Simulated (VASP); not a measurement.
The system is HgTe.

```
Hg Te
1.0
     4.69878    0.00000    0.00000
    -2.34939    4.06926    0.00000
     0.00000    0.00000    7.71106
Hg Te
2 2
Direct
  0.33333 0.66667 0.00032
  0.66667 0.33333 0.50032
  0.33333 0.66667 0.37468
  0.66667 0.33333 0.87468
```

* Program: VASP 6.6.1
* Task: relaxation of cell and atoms
* Functional: PBEsol
* Potentials or basis: VASP PAW PBE potentials, release 64 (Hg, Te)
* Cutoff: 600 eV
* k mesh: 6 × 6 × 4
* Occupations: fermi-dirac, width 0.02 eV
* Spin: no spin polarisation

At the start: pressure -2.2 GPa; volume 36.86 Å³/atom.

Problem. Where does the relaxation end?

Solution. Over 3 steps the energy falls by 16.0 meV/atom and the volume is 34.66 Å³/atom (-6.0 %); space group P6_3mc (No. 186, to 0.1 Å) before and after.

The path:
```
step  energy change (eV)  largest force (eV/Å)  pressure (GPa)  volume (Å³)
   1              0.0000                0.0056           -2.19       147.44
   2             -0.0614                0.0044            0.52       136.97
   3             -0.0640                0.0031           -0.01       138.62
```

Final structure:
```cif
data_structure
_symmetry_space_group_name_H-M 'P 1'
_symmetry_Int_Tables_number 1
_cell_length_a 4.6038
_cell_length_b 4.6038
_cell_length_c 7.5521
_cell_angle_alpha 90.000
_cell_angle_beta 90.000
_cell_angle_gamma 120.000
_cell_volume 138.62
loop_
_atom_site_label
_atom_site_type_symbol
_atom_site_fract_x
_atom_site_fract_y
_atom_site_fract_z
_atom_site_occupancy
Hg1 Hg 0.33333 0.66667 0.00029 1
Hg2 Hg 0.66667 0.33333 0.50029 1
Te1 Te 0.33333 0.66667 0.37471 1
Te2 Te 0.66667 0.33333 0.87471 1
```

Caveat: the structure was generated, so it needn't be the stable form of HgTe; the PAW data sets were made with another functional, which shifts forces and pressure a little.
